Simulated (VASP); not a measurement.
Crystal: MgO.

```
Mg O
1.0
     3.22001    0.00000    0.00000
    -1.61000    2.78861    0.00000
     0.00000    0.00000    5.25825
Mg O
2 2
Direct
  0.00000 0.00000 0.00000
  0.33333 0.66667 0.50000
  0.00000 0.00000 0.37500
  0.33333 0.66667 0.87500
```

```yaml
Program: VASP 6.6.1
Task: relaxation of cell and atoms
Functional: PBE
Potentials_or_basis: VASP PAW PBE potentials, release 64 (Mg, O)
Cutoff: 600 eV
k_mesh: 12 × 12 × 4
Occupations: gaussian, width 0.02 eV
Spin: no spin polarisation
```

At the start: pressure 3.8 GPa; volume 11.80 Å³/atom.

Problem. How do energy, volume and symmetry change on relaxing?

Solution. Over 9 steps the energy falls by 11.6 meV/atom and the volume is 12.12 Å³/atom (+2.7 %); space group P6_3mc (No. 186, to 0.1 Å) before and after.

Step by step:
```tsv
step	energy change (eV)	largest force (eV/Å)	pressure (GPa)	volume (Å³)
1	0.0000	0.1525	3.80	47.22
2	-0.0276	0.1426	-1.10	49.15
3	-0.0277	0.1439	-0.76	49.02
4	-0.0355	0.1065	-0.54	48.90
5	-0.0462	0.0276	0.03	48.53
6	-0.0465	0.0172	0.13	48.46
7	-0.0465	0.0139	0.15	48.43
8	-0.0465	0.0150	-0.18	48.56
9	-0.0466	0.0003	-0.01	48.49
```

Final structure:
```xyz
4
Lattice="3.3109 0.0000 0.0000 -1.6555 2.8673 0.0000 0.0000 0.0000 5.1079" Properties=species:S:1:pos:R:3 pbc="T T T"
Mg    0.0000    0.0000    5.0637
Mg    0.0000    1.9116    2.5097
O     0.0000    0.0000    1.9597
O     0.0000    1.9116    4.5137
```
